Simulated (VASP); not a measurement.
Input of a VASP 6.6.1 run:

The input POSCAR:

```
Ba2CdCuO5
1.0
    3.7858407500      0.0000000000      0.0000000000
    0.0000000000      3.7858407500      0.0000000000
    0.0000000000      0.0000000000      9.3810175700
O Cu Cd Ba
5 1 1 2
Direct
    0.5000000000      0.5000000000      0.0000000000
    0.5000000000      0.0000000000      0.5000000000
    0.0000000000      0.5000000000      0.5000000000
    0.0000000000      0.0000000000      0.3000000000
    0.0000000000      0.0000000000      0.7000000000
    0.0000000000      0.0000000000      0.5000000000
    0.0000000000      0.0000000000      0.0000000000
    0.5000000000      0.5000000000      0.3080000000
    0.5000000000      0.5000000000      0.6920000000
```

The input INCAR.step1:

```
ALGO = Normal
EDIFF = 1E-4
ENCUT = 520
GGA = PE
ISMEAR = -5
LASPH = True
LCHARG = False
LMAXMIX = 4
LREAL = False
LWAVE = True
NBANDS = 46
NELM = 100
PREC = Accurate
SIGMA = 0.0266
```

The input INCAR.step2:

```
ALGO = Normal
EDIFF = 1E-7
ENCUT = 520
ISIF = 2
ISMEAR = -1
ISTART = 1
LASPH = True
LCHARG = False
LMAXMIX = 4
LMIXTAU = True
LORBIT = 11
LREAL = False
LWAVE = False
METAGGA = R2SCAN
NBANDS = 46
NELM = 100
PREC = Accurate
SIGMA = 0.0266
```

File KPOINTS:

```
k-points
0
Gamma
  9 9 4
```

Potentials or basis: VASP PAW PBE potentials, release 64 (O, Cu, Cd, Ba_sv).

The run is started by

```sh
$ cat potpaw_PBE.64/O/POTCAR potpaw_PBE.64/Cu/POTCAR potpaw_PBE.64/Cd/POTCAR potpaw_PBE.64/Ba_sv/POTCAR > POTCAR
$ cp INCAR.step1 INCAR
$ mpirun -np 1 vasp_std > vasp.out
$ cp INCAR.step2 INCAR
$ mpirun -np 1 vasp_std > vasp.out
```

(1) Predict the pressure.

(2) Predict the largest force.

(3) What does it give for the band gap on the k mesh?

Results:

(1) 8.2 GPa.

(2) 1.934 eV/Å.

(3) zero (an odd number of electrons rules out a gap without spin polarisation).

Caveat: the cell stands under pressure; the PAW data sets were made with another functional, which shifts forces and pressure a little; spin-orbit coupling is left out, which moves the levels of the heavy elements; an odd number of electrons without spin polarisation forces a metal; a magnetic or distorted state may lie lower; semilocal functionals often make such compounds metallic where correlation or magnetic order opens a gap, which also shifts bond lengths.
